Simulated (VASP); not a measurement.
Input of a VASP 6.6.1 run:

Contents of INCAR:

```
ALGO = Normal ; EDIFF = 1E-6
ENCUT = 520 ; GGA = PS
ISIF = 2 ; ISMEAR = 1
LASPH = True ; LCHARG = False
LREAL = False ; LWAVE = False
NBANDS = 13 ; NELM = 80
PREC = Accurate ; SIGMA = 0.15
```

File KPOINTS:

```
k-points
0
Gamma
  12 12 11
```

The input POSCAR:

```
Mo
1.0
    2.7715076807      0.0000000000      0.0000000000
   -1.3857538404      2.4001959040      0.0000000000
    0.0000000000      0.0000000000      2.5888056586
Mo
1
Direct
    0.0000000000      0.0000000000      0.5000000000
```

Potentials or basis: VASP PAW PBE potentials, release 64 (Mo_sv).

Command:

```sh
$ cat potpaw_PBE.64/Mo_sv/POTCAR > POTCAR
$ mpirun -np 1 vasp_std > vasp.out
```

What does it give for the pressure?

-11.8 GPa.

Predict the band gap on the k mesh.

zero (band 7 reaches 11.79 eV, above the bottom of band 8 at 10.02 eV).

Stress tensor (GPa, compression positive):
```
 -8.97   0.00   0.00
  0.00  -8.97   0.00
  0.00   0.00 -17.35
```

Caveat: the PAW data sets were made with another functional, which shifts forces and pressure a little.
